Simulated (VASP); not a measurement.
Set up this calculation in VASP 6.6.1, as the native input.

| Item | Value |
| --- | --- |
| Task | single point |
| Functional | PBE |
| Potentials or basis | VASP PAW PBE potentials, release 64 (K_sv, Rb_sv) |
| Cutoff | 520 eV |
| k mesh | 6 × 6 × 6 |
| Occupations | gaussian, width 0.1 eV |
| Spin | no spin polarisation |
| Dipole correction | no |
| Further INCAR settings | ALGO = Normal; EDIFF = 1e-06; NBANDS = 20 |

The structure of KRb2 lies in POSCAR:

```
KRb2
1.0
    2.1481927500      1.2402596600      6.8550904000
   -2.1481927500      1.2402596600      6.8550904000
    0.0000000000     -2.4805193300      6.8550904000
K Rb
1 2
Direct
    0.0000000000      0.0000000000      0.0000000000
    0.2578814300      0.2578814300      0.2578814300
    0.7421185700      0.7421185700      0.7421185700
```

The cell was generated, and may not be a known phase.

One way to write it, as run:

INCAR

```
PREC     = Accurate       # precision mode
ENCUT    = 520            # plane-wave cutoff, eV
EDIFF    = 1E-6           # SCF threshold, eV
ISMEAR   = 0              # smearing method
SIGMA    = 0.1            # smearing width, eV
LREAL    = F              # projectors in reciprocal space
LASPH    = T              # aspherical terms in the spheres
NELM     = 100            # most SCF steps
ALGO     = Normal         # electronic algorithm
ISIF     = 2              # what is computed and relaxed
LWAVE    = F              # write WAVECAR
LCHARG   = F              # write CHGCAR
GGA      = PE             # functional
NBANDS   = 20             # bands
```

KPOINTS

```
regular mesh
0
Gamma
  6 6 6
```

Potentials or basis: VASP PAW PBE potentials, release 64 (K_sv, Rb_sv).

Command:

```bash
$ cat potpaw_PBE.64/K_sv/POTCAR potpaw_PBE.64/Rb_sv/POTCAR > POTCAR
$ mpirun -np 1 vasp_std > vasp.out
```

It gave:

The pressure is 11.3 GPa. The largest force is 2.168 eV/Å. The band gap on the k mesh is zero (an odd number of electrons rules out a gap without spin polarisation).

Caveat: the cell stands under pressure; forces of over 1 eV/Å act on the atoms, so gaps and moduli don't describe the material at rest.

Wall time 4.1 min on 1 thread of Oxide Virtual Turin-like Processor, with other jobs on the host, peak memory 0.38 GiB.
